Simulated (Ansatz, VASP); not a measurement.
## SiO2 in VASP and in Ansatz

```
Si O
1.0
    -2.38977    2.38977    3.76880
     2.38977   -2.38977    3.76880
     2.38977    2.38977   -3.76880
Si O
2 4
Direct
  0.00000 0.00000 0.00000
  0.75000 0.25000 0.50000
  0.99838 0.62500 0.87338
  0.37500 0.24838 0.37338
  0.75162 0.12500 0.12662
  0.87500 0.00162 0.62662
```

Change from the starting cell: volume scaled by 1.02.

Alike in both runs: task single point; functional PBE; k mesh 7 × 7 × 7; occupations fermi-dirac, width 0.03 eV; no spin polarisation.

|  | VASP | Ansatz |
| --- | --- | --- |
| version | VASP 6.6.1 | Ansatz 0.2.0 |
| potentials or method | VASP PAW PBE potentials, release 64 (Si, O), cutoff 520 eV | all-electron LAPW, scalar-relativistic |

Ansatz gave:

| Property | Result |
| --- | --- |
| gap on the k mesh at the Fermi level (eV) | 5.91 |
| pressure (GPa) | 0.2 |
| traceless stress, the component that is largest in VASP (GPa) | -1.38 |
| rms of the force components (eV/Å) | 0.055 |

Question: Which values does VASP return?

Answer: gap on the k mesh at the Fermi level (eV): 5.90; pressure (GPa): 0.3; traceless stress, the component that is largest in VASP (GPa): -1.32; rms of the force components (eV/Å): 0.055.

Atom by atom the forces differ by 0.001 eV/Å (rms over components). Ansatz ran all-electron here, and VASP with PAW potentials.
